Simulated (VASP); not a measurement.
# CuAu (P4/mmm) in VASP: a series of runs

The runs below take CuAu through single point, relaxation of cell and atoms, with PBE.

Everything below comes from runs of VASP 6.6.1. Logs are shortened: lines on timing, memory, paths and dates and some standing lists are left out, and cuts for length are marked.

## Step 1: The cell of the first run

It takes space group P4/mmm (No. 123, tetragonal). Conventional cell: a = 2.877 Å, b = 2.877 Å, c = 3.628 Å, α = 90.00°, β = 90.00°, γ = 90.00°. Cu (site symmetry 4/mmm) has 8 Au at 2.73 Å and 6 Cu at 2.88 to 3.63 Å within 3.7 Å. Within 3.7 Å of Au (site symmetry 4/mmm) lie 8 Cu at 2.73 Å and 6 Au at 2.88 to 3.63 Å.

## Step 2: Single point, PBE

Contents of INCAR:

```
SYSTEM = CuAu
ALGO     = Normal         ! electronic algorithm
EDIFF    = 1E-6           ! SCF threshold, eV
ENCUT    = 520            ! plane-wave cutoff, eV
GGA      = PE             ! functional
ISIF     = 2              ! what is computed and relaxed
ISMEAR   = -1             ! smearing method
LASPH    = .TRUE.         ! aspherical terms in the spheres
LCHARG   = .FALSE.        ! write CHGCAR
LREAL    = .FALSE.        ! projectors in reciprocal space
LWAVE    = .FALSE.        ! write WAVECAR
NBANDS   = 18             ! bands
NELM     = 100            ! most SCF steps
PREC     = Accurate       ! precision mode
SIGMA    = 0.15           ! smearing width, eV
```

Contents of KPOINTS:

```
k-points
0
G
  14 14 12
  0 0 0
```

Contents of POSCAR:

```
CuAu
1.0
    2.8766593363      0.0000000000      0.0000000000
    0.0000000000      2.8766593363      0.0000000000
    0.0000000000      0.0000000000      3.6275877018
Cu Au
1 1
Direct
    0.5000000000      0.5000000000      0.5000000000
    0.0000000000      0.0000000000      0.0000000000
```

Potentials or basis: VASP PAW PBE potentials, release 64 (Cu, Au).

Run with:

```
$ cat potpaw_PBE.64/Cu/POTCAR potpaw_PBE.64/Au/POTCAR > POTCAR
$ mpirun -np 1 vasp_std > vasp.out
```

OUTCAR:

```text
SYSTEM = CuAu
   EDIFF = 1E-6
   ENCUT = 520
   GGA = PE
   ISIF = 2
   ISMEAR = -1
   LASPH = .TRUE.
   LREAL = .FALSE.
   NELM = 100
   PREC = Accurate

 ion  position               nearest neighbor table
   1  0.500  0.500  0.500-   2 2.73   2 2.73   2 2.73   2 2.73   2 2.73   2 2.73   2 2.73   2 2.73

   2  0.000  0.000  0.000-   1 2.73   1 2.73   1 2.73   1 2.73   1 2.73   1 2.73   1 2.73   1 2.73

  LATTYP: Found a simple tetragonal cell.
 ALAT       =     2.8766593363
 C/A-ratio  =     1.2610418119

  Lattice vectors:

 A1 = (   2.8766593363,   0.0000000000,   0.0000000000)
 A2 = (   0.0000000000,   2.8766593363,   0.0000000000)
 A3 = (   0.0000000000,   0.0000000000,   3.6275877018)

Analysis of symmetry for initial positions (statically):
=====================================================================
 Subroutine PRICEL returns:
 Original cell was already a primitive cell.

 Routine SETGRP: Setting up the symmetry group for a
 simple tetragonal supercell.

 Subroutine GETGRP returns: Found 16 space group operations
 (whereof 16 operations were pure point group operations)
 out of a pool of 16 trial point group operations.

The static configuration has the point symmetry D_4h.

Analysis of symmetry for dynamics (positions and initial velocities):
=====================================================================
 Subroutine PRICEL returns:
 Original cell was already a primitive cell.

 Routine SETGRP: Setting up the symmetry group for a
 simple tetragonal supercell.

 Subroutine GETGRP returns: Found 16 space group operations
 (whereof 16 operations were pure point group operations)
 out of a pool of 16 trial point group operations.

The dynamic configuration has the point symmetry D_4h.

 Subroutine INISYM returns: Found 16 space group operations
 (whereof 16 operations are pure point group operations),
 and found     1 'primitive' translations

----------------------------------------------------------------------------------------

                                     Primitive cell

  volume of cell :      30.0189

  direct lattice vectors                    reciprocal lattice vectors
     2.876659336  0.000000000  0.000000000     0.347625451  0.000000000  0.000000000
     0.000000000  2.876659336  0.000000000     0.000000000  0.347625451  0.000000000
     0.000000000  0.000000000  3.627587702     0.000000000  0.000000000  0.275665286

[... 80 lines left out ...]
   LASPH  =      T    aspherical Exc in radial PAW
   ENCUT  =  520.0 eV  38.22 Ry    6.18 a.u.   5.35  5.35  6.74*2*pi/ulx,y,z
   NELM   =    100;   NELMIN=  2; NELMDL= -5     # of ELM steps
   EDIFF  = 0.1E-05   stopping-criterion for ELM
   LREAL  =      F    real-space projection
   EDIFFG = 0.1E-04   stopping-criterion for IOM
   NSW    =      0    number of steps for IOM
   IBRION =     -1    ionic relax: 0-MD 1-quasi-New 2-CG
   NFREE  =      0    steps in history (QN), initial steepest desc. (CG)
   ISIF   =      2    stress and relaxation
   ISYM   =      2    0-nonsym 1-usesym 2-fastsym
   POTIM  = 0.5000    time-step for ionic-motion
   TEBEG  =    0.0;   TEEND  =   0.0 temperature during run
   PSTRESS=    0.0 pullay stress
   NELECT =      22.0000    total number of electrons
   NUPDOWN=      -1.0000    fix difference up-down
   EMIN   =  10.00;   EMAX   =-10.00  energy-range for DOS
   EFERMI =   0.00;   METHOD = LEGACY
   ISMEAR =    -1;   SIGMA  =   0.15  broadening in eV -4-tet -1-fermi 0-gaus
   EFERMI_NEDOS =   21; number of points for ismear=-14 and -15
   IALGO  =     38    algorithm
   IMIX   =      4    mixing-type and parameters
     AMIX     =   0.40;   BMIX     =  1.00
     AMIX_MAG =   1.60;   BMIX_MAG =  1.00
  volume/ion in A,a.u.               =      15.01       101.29
  Fermi-wavevector in a.u.,A,eV,Ry     =   1.475992  2.789221 29.641022  2.178554
  Thomas-Fermi vector in A             =   2.590574
   LORBIT       =      0    0 simple, 1 ext, 2 COOP (PROOUT), +10 PAW based schemes
   GGA     = PE    functional components
   LHFCALC =     F    Hartree Fock is set to
   AEXX    =    0.0000 exact exchange contribution
   IVDW    =     0    specifies the selected vdW correction
   LEPSILON=     F    determine dielectric tensor
   LRPA    =     F    only Hartree local field effects (RPA)
 non-spin polarized calculation
  energy-cutoff  :      520.00
  volume of cell :       30.02
 maximum number of plane-waves:       828
 NGX is ok and might be reduce to    24
   NGX = 11   NGY = 11   NGZ = 13

 number of electron      21.9999989 magnetization

 Free energy of the ion-electron system (eV)
  ---------------------------------------------------
  ext. energy  EPLUGINS =         0.00000000
  ---------------------------------------------------
  free energy    TOTEN  =        -7.08833233 eV

  energy without entropy =       -7.04595710  energy(sigma->0) =       -7.06714472

 E-fermi :   8.2735     XC(G=0): -12.4851

 val. band max:        8.2705082820   @ k =   0.5000   0.1429   0.2500
 cond. band min:       8.3061989038   @ k =   0.3571   0.2143   0.5000
 fundamental gap:      0.0356906218
 Fermi energy:         8.2735444384

 k-point     1 :       0.0000    0.0000    0.0000
  band No.  band energies     occupation
      1      -1.1892      2.00000
      2       2.0020      2.00000
      3       2.1270      2.00000
      4       4.2973      2.00000
      5       4.2973      2.00000
      6       5.2083      2.00000
[... 481 lines left out ...]
      5       3.7693      2.00000
      6       4.7699      2.00000
[... 10 lines left out ...]
     17      22.1895      0.00000
     18      22.6164      0.00000

 [... further k-points ...]

------------------------ aborting loop because EDIFF is reached ----------------------------------------

  FORCE on cell =-STRESS in cart. coord.  units (eV):
  Direction    XX          YY          ZZ          XY          YZ          ZX
  --------------------------------------------------------------------------------------
  -------------------------------------------------------------------------------------
  Total       -0.0002530     -0.0002530      0.0073021      0.0000000      0.0000000      0.0000000
  in kB       -0.0135027     -0.0135027      0.3897298      0.0000000      0.0000000      0.0000000
  external PRESSURE =       0.1209081 kB  Pullay stress =       0.0000000 kB

 VOLUME and BASIS-vectors are now :
 -----------------------------------------------------------------------------
  energy-cutoff  :      520.00
  volume of cell :       30.02
      direct lattice vectors                 reciprocal lattice vectors
     2.876659336  0.000000000  0.000000000     0.347625451  0.000000000  0.000000000
     0.000000000  2.876659336  0.000000000     0.000000000  0.347625451  0.000000000
     0.000000000  0.000000000  3.627587702     0.000000000  0.000000000  0.275665286

 POSITION                                       TOTAL-FORCE (eV/Angst)
 -----------------------------------------------------------------------------------
      1.43833      1.43833      1.81379         0.000000      0.000000      0.000000
      0.00000      0.00000      0.00000         0.000000      0.000000      0.000000
 -----------------------------------------------------------------------------------
    total drift:                                0.000000      0.000000     -0.000000

  FREE ENERGIE OF THE ION-ELECTRON SYSTEM (eV)
  ---------------------------------------------------
  free  energy   TOTEN  =        -7.0883323296 eV

  energy  without entropy=       -7.0459571039  energy(sigma->0) =       -7.06714472
```

stdout:

```text
POSCAR found type information on POSCAR CuAu
 POSCAR found :  2 types and       2 ions
 scaLAPACK will be used
 LDA part: xc-table for (Slater+PW92), standard interpolation
 POSCAR, INCAR and KPOINTS ok, starting setup
 FFT: planning ... GRIDC
 FFT: planning ... GRID_SOFT
 FFT: planning ... GRID
 WAVECAR not read
 entering main loop
```

Wall time 1.7 min (1 thread of Intel Xeon Platinum 8488C (Sapphire Rapids), shared host); peak memory 0.26 GiB.

Results:

| Quantity | Value |
| --- | --- |
| Free energy | -7.0883 eV |
| Pressure | 0.0 GPa |
| Band gap on the k mesh | zero (bands 11 and 12 overlap by 7.05 eV) |

Caveat: spin-orbit coupling is left out, which moves the levels of the heavy elements.

## Step 3: Relaxation of cell and atoms, PBE

Contents of INCAR:

```
PREC = Accurate
ENCUT = 600
EDIFF = 1E-6
ISMEAR = -1
SIGMA = 0.15
LREAL = F
LASPH = T
NELM = 100
ALGO = Normal
ISIF = 3
LWAVE = F
LCHARG = F
GGA = PE
IBRION = 2
NSW = 80
EDIFFG = -0.001
```

Contents of KPOINTS:

```
Automatic mesh
0
Gamma
  14 14 12
```

Contents of POSCAR:

```
CuAu
1.0
    2.8920325341      0.0000000000      0.0000000000
    0.0000000000      2.8920325341      0.0000000000
    0.0000000000      0.0000000000      3.5876028847
Cu Au
1 1
Direct
    0.5000000000      0.5000000000      0.5000000000
    0.0000000000      0.0000000000      0.0000000000
```

Potentials or basis: VASP PAW PBE potentials, release 64 (Cu, Au).

Run with:

```
$ cat potpaw_PBE.64/Cu/POTCAR potpaw_PBE.64/Au/POTCAR > POTCAR
$ mpirun -np 1 vasp_std > vasp.out
```

It took 17 min on 1 thread of Intel Xeon Platinum 8488C (Sapphire Rapids), shared host; peak memory 0.29 GiB.

The run converged. Its results:

- Free energy: -7.0883 eV
- Relaxed volume: 15.02 Å³/atom
- Relaxed cell: a = 2.876 Å, b = 2.876 Å, c = 3.633 Å, α = 90.00°, β = 90.00°, γ = 90.00°
- Space group after relaxing (to 0.1 Å): P4/mmm (No. 123)
- Energy gained by relaxing: 0.2 meV/atom
- Ionic steps: 29
- Pressure after relaxing: 0.0 GPa
- Band gap on the k mesh: zero (bands 11 and 12 overlap by 7.05 eV)

Step by step:
| step | energy change (eV) | largest force (eV/Å) | pressure (GPa) | volume (Å³) |
| --- | --- | --- | --- | --- |
| 1 | 0.0000 | 0.0000 | 0.07 | 30.01 |
| 2 | -0.0001 | 0.0000 | 0.06 | 30.04 |
| 3 | -0.0001 | 0.0000 | -0.39 | 30.12 |
| 4 | -0.0001 | 0.0000 | -0.35 | 30.10 |
| 5 | -0.0001 | 0.0000 | -0.23 | 30.07 |
| 6 | -0.0001 | 0.0000 | -0.13 | 30.07 |
| 7 | -0.0002 | 0.0000 | -0.10 | 30.06 |
| 8 | -0.0003 | 0.0000 | -0.10 | 30.04 |
| 9 | -0.0004 | 0.0000 | 0.03 | 30.00 |
| 10 | -0.0004 | 0.0000 | 0.21 | 30.00 |
| 11 | -0.0004 | 0.0000 | -0.07 | 30.06 |
| 12 | -0.0004 | 0.0000 | -0.03 | 30.04 |
| 13 | -0.0004 | 0.0000 | 0.01 | 30.03 |
| 14 | -0.0004 | 0.0000 | -0.29 | 30.03 |
| 15 | -0.0004 | 0.0000 | 0.04 | 30.03 |
| 16 | -0.0004 | 0.0000 | 0.16 | 30.03 |
| 17 | -0.0004 | 0.0000 | -0.01 | 30.04 |
| 18 | -0.0004 | 0.0000 | 0.13 | 30.04 |
| 19 | -0.0004 | 0.0000 | -0.02 | 30.04 |
| 20 | -0.0004 | 0.0000 | 0.01 | 30.04 |
| 21 | -0.0004 | 0.0000 | 0.13 | 30.04 |
| 22 | -0.0004 | 0.0000 | -0.07 | 30.05 |
| 23 | -0.0004 | 0.0000 | -0.05 | 30.05 |
| 24 | -0.0004 | 0.0000 | -0.17 | 30.05 |
| 25 | -0.0004 | 0.0000 | 0.36 | 30.04 |
| 26 | -0.0004 | 0.0000 | -0.08 | 30.05 |
| 27 | -0.0004 | 0.0000 | -0.06 | 30.04 |
| 28 | -0.0004 | 0.0000 | 0.04 | 30.04 |
| 29 | -0.0004 | 0.0000 | 0.00 | 30.04 |

Final structure:
```cif
data_structure
_symmetry_space_group_name_H-M 'P 1'
_symmetry_Int_Tables_number 1
_cell_length_a 2.8759
_cell_length_b 2.8759
_cell_length_c 3.6327
_cell_angle_alpha 90.000
_cell_angle_beta 90.000
_cell_angle_gamma 90.000
_cell_volume 30.04
loop_
_atom_site_label
_atom_site_type_symbol
_atom_site_fract_x
_atom_site_fract_y
_atom_site_fract_z
_atom_site_occupancy
Cu1 Cu 0.50000 0.50000 0.50000 1
Au1 Au 0.00000 0.00000 0.00000 1
```

Levels at points of the mesh, in eV from the Fermi level:
```
           k point  band 7  band 8  band 9  band 10  band 11  band 12  band 13  band 14  band 15
(0.00, 0.00, 0.00)   -2.65   -2.04   -1.66    -1.46    -1.46     2.68     8.42     9.45     9.45
(0.50, 0.00, 0.00)   -2.87   -2.85   -2.35    -2.15    -0.95    -0.39     9.74     9.75    11.41
(0.50, 0.50, 0.00)   -1.69   -1.65   -1.33    -1.33     0.55     0.55     4.59     6.39    10.30
(0.00, 0.00, 0.50)   -3.06   -2.78   -2.29    -2.29    -2.19    -1.97    13.97    14.13    14.13
(0.50, 0.00, 0.50)   -1.91   -1.73   -1.53    -1.49    -0.89    -0.89     2.48     4.31    15.50
(0.50, 0.50, 0.50)   -3.04   -2.06   -1.79    -1.65     5.08     5.42     5.42     5.63     6.64
```

Caveat: spin-orbit coupling is left out, which moves the levels of the heavy elements.
